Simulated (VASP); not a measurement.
# Rb (Fm-3m) in VASP: density of states with PBE

Aim: the density of states of Rb with PBE.

Everything below comes from runs of VASP 6.6.1. Logs are shortened: lines on timing, memory, paths and dates and some standing lists are left out, and cuts for length are marked.

**1. The cell of the first run**

Symmetry: Fm-3m, No. 225, cubic system. The conventional cell has a = 7.154 Å, b = 7.154 Å, c = 7.154 Å, α = 90.00°, β = 90.00°, γ = 90.00°.

**2. Density of states, PBE**

POSCAR reads:

```
Rb
1.0
    0.0000000000      3.5768577357      3.5768577357
    3.5768577357      0.0000000000      3.5768577357
    3.5768577357      3.5768577357      0.0000000000
Rb
1
Direct
    0.0000000000      0.0000000000      0.0000000000
```

INCAR.step1 reads:

```
PREC     = Accurate       # precision mode
ENCUT    = 520            # plane-wave cutoff, eV
EDIFF    = 1E-6           # SCF threshold, eV
ISMEAR   = 0              # smearing method
SIGMA    = 0.05           # smearing width, eV
LREAL    = False          # projectors in reciprocal space
LASPH    = True           # aspherical terms in the spheres
NELM     = 60             # most SCF steps
ALGO     = Fast           # electronic algorithm
ISIF     = 2              # what is computed and relaxed
LWAVE    = False          # write WAVECAR
LCHARG   = True           # write CHGCAR
GGA      = PE             # functional
NBANDS   = 10             # bands
```

KPOINTS.step1 reads:

```
Automatic mesh
0
Gamma
  10 10 10
```

INCAR.step2 reads:

```
PREC     = Accurate       # precision mode
ENCUT    = 520            # plane-wave cutoff, eV
EDIFF    = 1E-6           # SCF threshold, eV
ISMEAR   = -5             # smearing method
SIGMA    = 0.05           # smearing width, eV
LREAL    = False          # projectors in reciprocal space
LASPH    = True           # aspherical terms in the spheres
NELM     = 60             # most SCF steps
ALGO     = Fast           # electronic algorithm
ISIF     = 2              # what is computed and relaxed
LWAVE    = False          # write WAVECAR
LCHARG   = False          # write CHGCAR
GGA      = PE             # functional
LORBIT   = 11             # projections on sites
NBANDS   = 10             # bands
NEDOS    = 2001           # points of the DOS
ICHARG   = 11             # starting density
```

KPOINTS.step2 reads:

```
Automatic mesh
0
Gamma
  15 15 15
```

Potentials or basis: VASP PAW PBE potentials, release 64 (Rb_sv).

On the command line:

```
> cat potpaw_PBE.64/Rb_sv/POTCAR > POTCAR
> cp INCAR.step1 INCAR
> cp KPOINTS.step1 KPOINTS
> mpirun -np 1 vasp_std > vasp.out
> cp INCAR.step2 INCAR
> cp KPOINTS.step2 KPOINTS
> mpirun -np 1 vasp_std > vasp.out
```

OUTCAR:

```text
PREC = Accurate
   ENCUT = 520
   EDIFF = 1E-6
   ISMEAR = -5
   LREAL = False
   LASPH = True
   NELM = 60
   ISIF = 2
   GGA = PE
   LORBIT = 11
   ICHARG = 11

 ion  position               nearest neighbor table
   1  0.000  0.000  0.000-

  LATTYP: Found a face centered cubic cell.
 ALAT       =     7.1537154714

  Lattice vectors:

 A1 = (   0.0000000000,   3.5768577357,   3.5768577357)
 A2 = (   3.5768577357,   0.0000000000,   3.5768577357)
 A3 = (   3.5768577357,   3.5768577357,   0.0000000000)

Analysis of symmetry for initial positions (statically):
=====================================================================
 Subroutine PRICEL returns:
 Original cell was already a primitive cell.

 Routine SETGRP: Setting up the symmetry group for a
 face centered cubic supercell.

 Subroutine GETGRP returns: Found 48 space group operations
 (whereof 48 operations were pure point group operations)
 out of a pool of 48 trial point group operations.

The static configuration has the point symmetry O_h .

Analysis of symmetry for dynamics (positions and initial velocities):
=====================================================================
 Subroutine PRICEL returns:
 Original cell was already a primitive cell.

 Routine SETGRP: Setting up the symmetry group for a
 face centered cubic supercell.

 Subroutine GETGRP returns: Found 48 space group operations
 (whereof 48 operations were pure point group operations)
 out of a pool of 48 trial point group operations.

The dynamic configuration has the point symmetry O_h .

 Subroutine INISYM returns: Found 48 space group operations
 (whereof 48 operations are pure point group operations),
 and found     1 'primitive' translations

----------------------------------------------------------------------------------------

                                     Primitive cell

  volume of cell :      91.5240

  direct lattice vectors                    reciprocal lattice vectors
     0.000000000  3.576857736  3.576857736    -0.139787500  0.139787500  0.139787500
     3.576857736  0.000000000  3.576857736     0.139787500 -0.139787500  0.139787500
     3.576857736  3.576857736  0.000000000     0.139787500  0.139787500 -0.139787500

  length of vectors
     5.058440721  5.058440721  5.058440721     0.242119052  0.242119052  0.242119052

  position of ions in fractional coordinates (direct lattice)
     0.000000000  0.000000000  0.000000000

  ion indices of the primitive-cell ions
   primitive index   ion index
                 1           1

----------------------------------------------------------------------------------------

 KPOINTS: Automatic mesh

Automatic generation of k-mesh.
 Grid dimensions read from file:
 generate k-points for:   15   15   15

 Generating k-lattice:

  Cartesian coordinates                     Fractional coordinates (reciprocal lattice)
    -0.009319167  0.009319167  0.009319167     0.066666667  0.000000000  0.000000000
     0.009319167 -0.009319167  0.009319167     0.000000000  0.066666667  0.000000000
     0.009319167  0.009319167 -0.009319167     0.000000000  0.000000000  0.066666667

  Length of vectors
     0.016141270  0.016141270  0.016141270

  Shift w.r.t. Gamma in fractional coordinates (k-lattice)
     0.000000000  0.000000000  0.000000000

 TETIRR: Found    484 inequivalent tetrahedra from    20250

 Subroutine IBZKPT returns following result:
 ===========================================

 Found    120 irreducible k-points:

 Following reciprocal coordinates:
            Coordinates               Weight
  0.000000  0.000000  0.000000      1.000000
  0.066667  0.000000  0.000000      8.000000
  0.133333  0.000000  0.000000      8.000000
  0.200000  0.000000  0.000000      8.000000
  0.266667  0.000000  0.000000      8.000000
  0.333333  0.000000  0.000000      8.000000
[... 16 lines left out ...]
  0.133333  0.133333  0.000000      6.000000
  0.200000  0.133333  0.000000     24.000000
 [... further k-points ...]
   k-points           NKPTS =    120   k-points in BZ     NKDIM =    120   number of bands    NBANDS=     10
   number of dos      NEDOS =   2001   number of ions     NIONS =      1
   total plane-waves  NPLWV =  64000
   dimension x,y,z NGX =    40 NGY =   40 NGZ =   40
   dimension x,y,z NGXF=    80 NGYF=   80 NGZF=   80
   ions per type =               1
   NGX,Y,Z   is equivalent  to a cutoff of  13.15, 13.15, 13.15 a.u.
   NGXF,Y,Z  is equivalent  to a cutoff of  26.29, 26.29, 26.29 a.u.
 SYSTEM =  unknown system
   PREC   = accura    normal or accurate (medium, high low for compatibility)
   ISTART =      0    job   : 0-new  1-cont  2-samecut
   ICHARG =     11    charge: 1-file 2-atom 10-const
   ISPIN  =      1    spin polarized calculation?
   LNONCOLLINEAR =      F non collinear calculations
   LSORBIT =      F    spin-orbit coupling
   LASPH  =      T    aspherical Exc in radial PAW
   ENCUT  =  520.0 eV  38.22 Ry    6.18 a.u.   9.41  9.41  9.41*2*pi/ulx,y,z
   NELM   =     60;   NELMIN=  2; NELMDL=  0     # of ELM steps
   EDIFF  = 0.1E-05   stopping-criterion for ELM
   LREAL  =      F    real-space projection
   EDIFFG = 0.1E-04   stopping-criterion for IOM
   NSW    =      0    number of steps for IOM
   IBRION =     -1    ionic relax: 0-MD 1-quasi-New 2-CG
   NFREE  =      0    steps in history (QN), initial steepest desc. (CG)
   ISIF   =      2    stress and relaxation
   ISYM   =      2    0-nonsym 1-usesym 2-fastsym
   POTIM  = 0.5000    time-step for ionic-motion
   TEBEG  =    0.0;   TEEND  =   0.0 temperature during run
   PSTRESS=    0.0 pullay stress
   NELECT =       9.0000    total number of electrons
   NUPDOWN=      -1.0000    fix difference up-down
   EMIN   =  10.00;   EMAX   =-10.00  energy-range for DOS
   EFERMI =   0.00;   METHOD = LEGACY
   ISMEAR =    -5;   SIGMA  =   0.05  broadening in eV -4-tet -1-fermi 0-gaus
   EFERMI_NEDOS =   21; number of points for ismear=-14 and -15
   IALGO  =     68    algorithm
   IMIX   =      4    mixing-type and parameters
     AMIX     =   0.40;   BMIX     =  1.00
     AMIX_MAG =   1.60;   BMIX_MAG =  1.00
  volume/ion in A,a.u.               =      91.52       617.63
  Fermi-wavevector in a.u.,A,eV,Ry     =   0.755633  1.427939  7.768662  0.570981
  Thomas-Fermi vector in A             =   1.853571
   LORBIT       =     11    0 simple, 1 ext, 2 COOP (PROOUT), +10 PAW based schemes
   GGA     = PE    functional components
   LHFCALC =     F    Hartree Fock is set to
   AEXX    =    0.0000 exact exchange contribution
   IVDW    =     0    specifies the selected vdW correction
   LEPSILON=     F    determine dielectric tensor
   LRPA    =     F    only Hartree local field effects (RPA)
 non-spin polarized calculation
 RMM-DIIS sequential band-by-band and
 Fermi weights with tetrahedron method with Bloechl corrections
  energy-cutoff  :      520.00
  volume of cell :       91.52
 maximum number of plane-waves:      2493
 NGX is ok and might be reduce to    40

 number of electron       9.0000000 magnetization

 Free energy of the ion-electron system (eV)
  ---------------------------------------------------
  ext. energy  EPLUGINS =         0.00000000
  ---------------------------------------------------
  free energy    TOTEN  =        -0.93657655 eV

  energy without entropy =       -0.93657655  energy(sigma->0) =       -0.93657655

 E-fermi :   0.0133     XC(G=0):  -5.4518

 val. band max:       -0.0490006768   @ k =  -0.3333   0.2000   0.0000
 cond. band min:       0.0105271489   @ k =  -0.2000   0.3333   0.1333
 fundamental gap:      0.0595278258
 Fermi energy:         0.0132565308

 k-point     1 :       0.0000    0.0000    0.0000
  band No.  band energies     occupation
      1     -28.9013      2.00000
      2     -12.9453      2.00000
      3     -12.9453      2.00000
      4     -12.9453      2.00000
      5      -1.9662      2.00000
      6       3.5871      0.00000
      7       3.5871      0.00000
      8       3.5871      0.00000
      9       4.9162      0.00000
     10       4.9163      0.00000

 k-point     2 :       0.0667    0.0000    0.0000
  band No.  band energies     occupation
      1     -28.9011      2.00000
      2     -12.9494      2.00000
      3     -12.9458      2.00000
      4     -12.9458      2.00000
      5      -1.9167      2.00000
      6       3.4397      0.00000
      7       3.6096      0.00000
      8       3.6096      0.00000
      9       4.8522      0.00000
     10       4.8522      0.00000

 k-point     3 :       0.1333    0.0000    0.0000
  band No.  band energies     occupation
      1     -28.9007      2.00000
      2     -12.9609      2.00000
      3     -12.9474      2.00000
      4     -12.9474      2.00000
      5      -1.7701      2.00000
      6       3.0874      0.00000
      7       3.6602      0.00000
      8       3.6602      0.00000
      9       4.7263      0.00000
     10       4.7263      0.00000

 k-point     4 :       0.2000    0.0000    0.0000
  band No.  band energies     occupation
      1     -28.9000      2.00000
      2     -12.9777      2.00000
      3     -12.9497      2.00000
      4     -12.9497      2.00000
      5      -1.5321      2.00000
      6       2.6495      0.00000
      7       3.6838      0.00000
      8       3.6838      0.00000
      9       4.6740      0.00000
     10       4.6740      0.00000

 k-point     5 :       0.2667    0.0000    0.0000
  band No.  band energies     occupation
      1     -28.8993      2.00000
      2     -12.9968      2.00000
      3     -12.9523      2.00000
      4     -12.9523      2.00000
      5      -1.2124      2.00000
      6       2.1793      0.00000
      7       3.6289      0.00000
      8       3.6289      0.00000
      9       4.7952      0.00000
     10       4.7980      0.00000

 k-point     6 :       0.3333    0.0000    0.0000
  band No.  band energies     occupation
      1     -28.8985      2.00000
      2     -13.0150      2.00000
      3     -12.9549      2.00000
      4     -12.9549      2.00000
      5      -0.8250      2.00000
      6       1.6941      0.00000
      7       3.5274      0.00000
      8       3.5274      0.00000
      9       5.0748      0.00000
     10       5.1221      0.00000
[... 183 lines left out ...]
 k-point    21 :      -0.1333    0.0667    0.0000
  band No.  band energies     occupation
      1     -28.9004      2.00000
      2     -12.9676      2.00000
      3     -12.9513      2.00000
      4     -12.9474      2.00000
      5      -1.6577      2.00000
      6       2.9139      0.00000
      7       3.5611      0.00000
      8       3.7549      0.00000
      9       4.4660      0.00000
     10       4.8452      0.00000

 k-point    22 :      -0.0667    0.0667    0.0000
  band No.  band energies     occupation
      1     -28.9009      2.00000
      2     -12.9551      2.00000
      3     -12.9483      2.00000
      4     -12.9461      2.00000
      5      -1.8348      2.00000
      6       3.2557      0.00000
      7       3.5900      0.00000
      8       3.6682      0.00000
      9       4.6583      0.00000
     10       4.8688      0.00000

 k-point    23 :       0.1333    0.1333    0.0000
  band No.  band energies     occupation
      1     -28.9005      2.00000
      2     -12.9604      2.00000
      3     -12.9509      2.00000
      4     -12.9509      2.00000
      5      -1.7052      2.00000
      6       3.0804      0.00000
      7       3.6476      0.00000
      8       3.6476      0.00000
      9       4.1782      0.00000
     10       5.0416      0.00000

 k-point    24 :       0.2000    0.1333    0.0000
  band No.  band energies     occupation
      1     -28.9000      2.00000
      2     -12.9714      2.00000
      3     -12.9537      2.00000
      4     -12.9530      2.00000
      5      -1.5306      2.00000
      6       2.8193      0.00000
      7       3.6135      0.00000
      8       3.6819      0.00000
      9       3.9949      0.00000
     10       5.0827      0.00000

 [... further k-points ...]
[... 5 lines left out ...]
  --------------------------------------------------------------------------------------
  -------------------------------------------------------------------------------------
  Total       -0.0067939     -0.0067939     -0.0067939      0.0000000      0.0000000      0.0000000
  in kB       -0.1189310     -0.1189310     -0.1189310      0.0000000      0.0000000      0.0000000
  external PRESSURE =      -0.1189310 kB  Pullay stress =       0.0000000 kB

 VOLUME and BASIS-vectors are now :
 -----------------------------------------------------------------------------
  energy-cutoff  :      520.00
  volume of cell :       91.52
      direct lattice vectors                 reciprocal lattice vectors
     0.000000000  3.576857736  3.576857736    -0.139787500  0.139787500  0.139787500
     3.576857736  0.000000000  3.576857736     0.139787500 -0.139787500  0.139787500
     3.576857736  3.576857736  0.000000000     0.139787500  0.139787500 -0.139787500

 POSITION                                       TOTAL-FORCE (eV/Angst)
 -----------------------------------------------------------------------------------
      0.00000      0.00000      0.00000        -0.000000     -0.000000      0.000000
 -----------------------------------------------------------------------------------
    total drift:                                0.000000     -0.000000     -0.000000

  FREE ENERGIE OF THE ION-ELECTRON SYSTEM (eV)
  ---------------------------------------------------
  free  energy   TOTEN  =        -0.9365765453 eV

  energy  without entropy=       -0.9365765453  energy(sigma->0) =       -0.93657655

 total charge

# of ion       s       p       d       tot
------------------------------------------
    1        1.964   5.321   0.005   7.290
```

It took 3.2 min on 1 thread of Intel Xeon 8259CL, shared host; peak memory 0.28 GiB.

What came out:

```yaml
Valence_electrons_inside_the_program's_atomic_spheres: Rb 7.29
```

Levels at points of the mesh, in eV from the Fermi level:
```tsv
k point	band 1	band 2	band 3	band 4	band 5	band 6	band 7	band 8	band 9	band 10
(0.00, 0.00, 0.00)	-28.91	-12.96	-12.96	-12.96	-1.98	3.57	3.57	3.57	4.90	4.90
```

Caveat: tetrahedron occupations give inexact forces and stress in metals.
